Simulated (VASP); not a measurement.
# Cu (P6_3/mmc) in VASP: single point with PBEsol

Aim: the single point of Cu with PBEsol.

Program: VASP 6.6.1. These are calculated values, not measurements. Logs are shortened: lines on timing, memory, paths and dates and some standing lists are left out, and cuts for length are marked.

## 1. The cell of the first run

It takes space group P6_3/mmc (No. 194, hexagonal). The conventional cell has a = 2.520 Å, b = 2.520 Å, c = 8.233 Å, α = 90.00°, β = 90.00°, γ = 120.00°. Cu (site symmetry -3m) has 12 Cu at 2.52 Å within 3.3 Å. Within 3.3 Å of Cu (site symmetry -6m2) lie 12 Cu at 2.52 Å.

This isn't the form of Cu at room conditions, which is fcc.

## 2. Single point, PBEsol

File INCAR:

```
SYSTEM = Cu
PREC = Accurate
ENCUT = 520
EDIFF = 1E-6
ISMEAR = 0
SIGMA = 0.15
LREAL = .False.
LASPH = .True.
NELM = 60
ALGO = Fast
ISIF = 2
LWAVE = .False.
LCHARG = .True.
GGA = PS
LELF = .True.
LVHAR = .True.
NBANDS = 54
```

File KPOINTS:

```
regular mesh
0
Gamma
  17 17 3
  0 0 0
```

File POSCAR:

```
Cu
1.0
   -2.5195435222      0.0000000000      0.0000000000
   -1.2597717611     -2.1819886961      0.0000000000
    0.0000000000      0.0000000000     16.4659939893
Cu
8
Direct
    0.0000000000      0.0000000000      0.0000000000
    0.0000000000      0.0000000000      0.5000000000
    0.3333333333      0.3333333333      0.1250000000
    0.3333333333      0.3333333333      0.6250000000
    1.0000000000      1.0000000000      0.2500000000
    1.0000000000      1.0000000000      0.7500000000
    0.6666666667      0.6666666667      0.3750000000
    0.6666666667      0.6666666667      0.8750000000
```

Potentials or basis: VASP PAW PBE potentials, release 64 (Cu).

On the command line:

```sh
$ cat potpaw_PBE.64/Cu/POTCAR > POTCAR
$ mpirun -np 1 vasp_std > vasp.out
```

OUTCAR:

```text
SYSTEM = Cu
   PREC = Accurate
   ENCUT = 520
   EDIFF = 1E-6
   ISMEAR = 0
   LREAL = .False.
   LASPH = .True.
   NELM = 60
   ISIF = 2
   GGA = PS

 ion  position               nearest neighbor table
   1  0.000  0.000  0.000-   3 2.52   8 2.52   8 2.52   3 2.52   8 2.52   3 2.52
   2  0.000  0.000  0.500-   4 2.52   7 2.52   7 2.52   4 2.52   7 2.52   4 2.52
   3  0.333  0.333  0.125-   1 2.52   5 2.52   1 2.52   5 2.52   1 2.52   5 2.52
   4  0.333  0.333  0.625-   2 2.52   6 2.52   2 2.52   6 2.52   2 2.52   6 2.52
   5  0.000  0.000  0.250-   3 2.52   7 2.52   7 2.52   3 2.52   7 2.52   3 2.52
   6  0.000  0.000  0.750-   4 2.52   8 2.52   8 2.52   4 2.52   8 2.52   4 2.52
   7  0.667  0.667  0.375-   2 2.52   5 2.52   2 2.52   5 2.52   2 2.52   5 2.52
   8  0.667  0.667  0.875-   1 2.52   6 2.52   1 2.52   6 2.52   1 2.52   6 2.52

  LATTYP: Found a hexagonal cell.
 ALAT       =     2.5195435221
 C/A-ratio  =     6.5353084178

  Lattice vectors:

 A1 = (   1.2597717611,   2.1819886961,   0.0000000000)
 A2 = (  -2.5195435222,   0.0000000000,   0.0000000000)
 A3 = (   0.0000000000,   0.0000000000,  16.4659939893)

Analysis of symmetry for initial positions (statically):
=====================================================================
 Subroutine PRICEL returns following result:

  LATTYP: Found a hexagonal cell.
 ALAT       =     2.5195435221
 C/A-ratio  =     3.2676542089

  Lattice vectors:

 A1 = (   1.2597717611,   2.1819886961,   0.0000000000)
 A2 = (  -2.5195435222,   0.0000000000,   0.0000000000)
 A3 = (   0.0000000000,   0.0000000000,   8.2329969946)

   2 primitive cells build up your supercell.

 Routine SETGRP: Setting up the symmetry group for a
 hexagonal supercell.

 Subroutine GETGRP returns: Found 24 space group operations
 (whereof 12 operations were pure point group operations)
 out of a pool of 24 trial point group operations.

The static configuration has the point symmetry D_3d.
 The point group associated with its full space group is D_6h.

Analysis of symmetry for dynamics (positions and initial velocities):
=====================================================================
 Subroutine PRICEL returns following result:

  LATTYP: Found a hexagonal cell.
 ALAT       =     2.5195435221
 C/A-ratio  =     3.2676542089

  Lattice vectors:

 A1 = (   1.2597717611,   2.1819886961,   0.0000000000)
 A2 = (  -2.5195435222,   0.0000000000,   0.0000000000)
 A3 = (   0.0000000000,   0.0000000000,   8.2329969946)

   2 primitive cells build up your supercell.

 Routine SETGRP: Setting up the symmetry group for a
 hexagonal supercell.

 Subroutine GETGRP returns: Found 24 space group operations
 (whereof 12 operations were pure point group operations)
 out of a pool of 24 trial point group operations.

The dynamic configuration has the point symmetry D_3d.
 The point group associated with its full space group is D_6h.

 Subroutine INISYM returns: Found 24 space group operations
 (whereof 12 operations are pure point group operations),
 and found     2 'primitive' translations

----------------------------------------------------------------------------------------

                                     Primitive cell

  volume of cell :      45.2619

  direct lattice vectors                    reciprocal lattice vectors
     1.259771761  2.181988696  0.000000000     0.000000000  0.458297516  0.000000000
    -2.519543522  0.000000000  0.000000000    -0.396897292  0.229148758  0.000000000
     0.000000000  0.000000000  8.232996995     0.000000000  0.000000000  0.121462452

  length of vectors
     2.519543522  2.519543522  8.232996995     0.458297516  0.458297516  0.121462452

  position of ions in fractional coordinates (direct lattice)
     0.000000000  0.000000000  0.000000000
     0.666666667  0.333333333  0.250000000
     0.000000000  0.000000000  0.500000000
     0.333333333  0.666666667  0.750000000

  ion indices of the primitive-cell ions
   primitive index   ion index
                 1           1
                 2           3
                 3           5
                 4           8

----------------------------------------------------------------------------------------

 KPOINTS: regular mesh

Automatic generation of k-mesh.
 Grid dimensions read from file:
 generate k-points for:   17   17    3

 Generating k-lattice:

  Cartesian coordinates                     Fractional coordinates (reciprocal lattice)
    -0.023346900  0.013479339  0.000000000     0.058823529 -0.000000000  0.000000000
     0.000000000 -0.026958677  0.000000000     0.000000000  0.058823529  0.000000000
     0.000000000  0.000000000  0.020243742     0.000000000  0.000000000  0.333333333

  Length of vectors
     0.026958677  0.026958677  0.020243742

  Shift w.r.t. Gamma in fractional coordinates (k-lattice)
     0.000000000  0.000000000  0.000000000

 Subroutine IBZKPT returns following result:
 ===========================================

 Found     66 irreducible k-points:

 Following reciprocal coordinates:
            Coordinates               Weight
  0.000000  0.000000  0.000000      1.000000
  0.058824  0.000000  0.000000      6.000000
  0.117647  0.000000  0.000000      6.000000
  0.176471  0.000000  0.000000      6.000000
  0.235294  0.000000  0.000000      6.000000
  0.294118 -0.000000  0.000000      6.000000
[... 16 lines left out ...]
 -0.470588  0.117647  0.000000     12.000000
  0.352941  0.176471  0.000000      6.000000
 [... further k-points ...]
   k-points           NKPTS =     66   k-points in BZ     NKDIM =     66   number of bands    NBANDS=     54
   number of dos      NEDOS =    301   number of ions     NIONS =      8
   total plane-waves  NPLWV =  50400
   dimension x,y,z NGX =    20 NGY =   20 NGZ =  126
   dimension x,y,z NGXF=    40 NGYF=   40 NGZF=  252
   ions per type =               8
   NGX,Y,Z   is equivalent  to a cutoff of  13.20, 13.20, 12.72 a.u.
   NGXF,Y,Z  is equivalent  to a cutoff of  26.39, 26.39, 25.44 a.u.
 SYSTEM =  Cu
   PREC   = accura    normal or accurate (medium, high low for compatibility)
   ISTART =      0    job   : 0-new  1-cont  2-samecut
   ICHARG =      2    charge: 1-file 2-atom 10-const
   ISPIN  =      1    spin polarized calculation?
   LNONCOLLINEAR =      F non collinear calculations
   LSORBIT =      F    spin-orbit coupling
   LASPH  =      T    aspherical Exc in radial PAW
   ENCUT  =  520.0 eV  38.22 Ry    6.18 a.u.   4.68  4.68 30.62*2*pi/ulx,y,z
   NELM   =     60;   NELMIN=  2; NELMDL= -5     # of ELM steps
   EDIFF  = 0.1E-05   stopping-criterion for ELM
   LREAL  =      F    real-space projection
   EDIFFG = 0.1E-04   stopping-criterion for IOM
   NSW    =      0    number of steps for IOM
   IBRION =     -1    ionic relax: 0-MD 1-quasi-New 2-CG
   NFREE  =      0    steps in history (QN), initial steepest desc. (CG)
   ISIF   =      2    stress and relaxation
   ISYM   =      2    0-nonsym 1-usesym 2-fastsym
   POTIM  = 0.5000    time-step for ionic-motion
   TEBEG  =    0.0;   TEEND  =   0.0 temperature during run
   PSTRESS=    0.0 pullay stress
   NELECT =      88.0000    total number of electrons
   NUPDOWN=      -1.0000    fix difference up-down
   EMIN   =  10.00;   EMAX   =-10.00  energy-range for DOS
   EFERMI =   0.00;   METHOD = LEGACY
   ISMEAR =     0;   SIGMA  =   0.15  broadening in eV -4-tet -1-fermi 0-gaus
   EFERMI_NEDOS =   21; number of points for ismear=-14 and -15
   IALGO  =     68    algorithm
   IMIX   =      4    mixing-type and parameters
     AMIX     =   0.40;   BMIX     =  1.00
     AMIX_MAG =   1.60;   BMIX_MAG =  1.00
  volume/ion in A,a.u.               =      11.32        76.36
  Fermi-wavevector in a.u.,A,eV,Ry     =   1.621741  3.064647 35.783939  2.630045
  Thomas-Fermi vector in A             =   2.715468
   LORBIT       =      0    0 simple, 1 ext, 2 COOP (PROOUT), +10 PAW based schemes
   GGA     = PS    functional components
   LHFCALC =     F    Hartree Fock is set to
   AEXX    =    0.0000 exact exchange contribution
   IVDW    =     0    specifies the selected vdW correction
   LEPSILON=     F    determine dielectric tensor
   LRPA    =     F    only Hartree local field effects (RPA)
 non-spin polarized calculation
 RMM-DIIS sequential band-by-band and
 Gauss-broadening in eV      SIGMA  =   0.15
  energy-cutoff  :      520.00
  volume of cell :       90.52
 maximum number of plane-waves:      2473
   NGX =  9   NGY =  9   NGZ = 61

 number of electron      88.0000013 magnetization

 Free energy of the ion-electron system (eV)
  ---------------------------------------------------
  ext. energy  EPLUGINS =         0.00000000
  ---------------------------------------------------
  free energy    TOTEN  =       -34.44363944 eV

  energy without entropy =      -34.41430720  energy(sigma->0) =      -34.42897332

 E-fermi :   7.9888     XC(G=0): -13.1599

 val. band max:        7.9835467358   @ k =  -0.4706   0.1176   0.0000
 cond. band min:       8.0073203564   @ k =   0.1176   0.0588   0.0000
 fundamental gap:      0.0237736207
 Fermi energy:         7.9888377127

 k-point     1 :       0.0000    0.0000    0.0000
  band No.  band energies     occupation
      1      -1.7801      2.00000
      2      -1.2000      2.00000
      3      -1.2000      2.00000
      4       0.3993      2.00000
      5       0.4027      2.00000
      6       2.1439      2.00000
[... 46 lines left out ...]
     53      20.7048      0.00000
     54      27.1793      0.00000

 k-point     2 :       0.0588    0.0000    0.0000
  band No.  band energies     occupation
      1      -1.6644      2.00000
      2      -1.0872      2.00000
      3      -1.0872      2.00000
      4       0.5027      2.00000
      5       0.5060      2.00000
      6       2.2287      2.00000
[... 46 lines left out ...]
     53      20.7943      0.00000
     54      27.2528      0.00000
[... 1195 lines left out ...]
     53      15.6196      0.00000
     54      15.6196      0.00000

 k-point    24 :       0.3529    0.1765    0.0000
  band No.  band energies     occupation
      1       1.0718      2.00000
      2       1.4979      2.00000
      3       1.4979      2.00000
      4       2.5437      2.00000
      5       2.5487      2.00000
      6       3.4928      2.00000
[... 46 lines left out ...]
     53      18.4995      0.00000
     54      19.0220      0.00000

 [... further k-points ...]
[... 5 lines left out ...]
  --------------------------------------------------------------------------------------
  -------------------------------------------------------------------------------------
  Total        0.1300783      0.1300783      0.8474506      0.0000000     -0.0000000      0.0000000
  in kB        2.3022532      2.3022532     14.9990127      0.0000000     -0.0000000      0.0000000
  external PRESSURE =       6.5345063 kB  Pullay stress =       0.0000000 kB

 VOLUME and BASIS-vectors are now :
 -----------------------------------------------------------------------------
  energy-cutoff  :      520.00
  volume of cell :       90.52
      direct lattice vectors                 reciprocal lattice vectors
    -2.519543522  0.000000000  0.000000000    -0.396897292  0.229148758  0.000000000
    -1.259771761 -2.181988696  0.000000000     0.000000000 -0.458297516  0.000000000
     0.000000000  0.000000000 16.465993989     0.000000000  0.000000000  0.060731226

 POSITION                                       TOTAL-FORCE (eV/Angst)
 -----------------------------------------------------------------------------------
      0.00000      0.00000      0.00000         0.000000     -0.000000     -0.000000
      0.00000      0.00000      8.23300         0.000000     -0.000000     -0.000000
     -1.25977     -0.72733      2.05825         0.000000     -0.000000     -0.000000
     -1.25977     -0.72733     10.29125        -0.000000      0.000000      0.000000
      0.00000      0.00000      4.11650         0.000000     -0.000000     -0.000000
      0.00000      0.00000     12.34950         0.000000     -0.000000     -0.000000
     -2.51954     -1.45466      6.17475         0.000000      0.000000      0.000000
     -2.51954     -1.45466     14.40774        -0.000000      0.000000      0.000000
 -----------------------------------------------------------------------------------
    total drift:                                0.000000      0.000000      0.000000

  FREE ENERGIE OF THE ION-ELECTRON SYSTEM (eV)
  ---------------------------------------------------
  free  energy   TOTEN  =       -34.4436394392 eV

  energy  without entropy=      -34.4143071996  energy(sigma->0) =      -34.42897332
```

Wall time 7.1 min (1 thread of Intel Xeon Platinum 8488C (Sapphire Rapids), shared host); peak memory 0.35 GiB.

What came out:

```
Free energy            : -34.4436 eV
Pressure               : 0.7 GPa
Band gap on the k mesh : zero (bands 44 and 45 overlap by 4.81 eV)
```

Stress tensor (GPa, compression positive):
```
0.23 0.00 0.00
0.00 0.23 0.00
0.00 0.00 1.50
```

Levels at points of the mesh, in eV from the Fermi level:
```tsv
k point	band 41	band 42	band 43	band 44	band 45	band 46	band 47	band 48	band 49	band 50
(0.00, 0.00, 0.00)	-2.06	-1.88	-1.88	-1.88	-1.88	-1.76	-1.76	-1.22	3.90	7.06
```

Caveat: the PAW data sets were made with another functional, which shifts forces and pressure a little.

The gap in the log of VASP goes by the Fermi energy; the results here count the filled bands.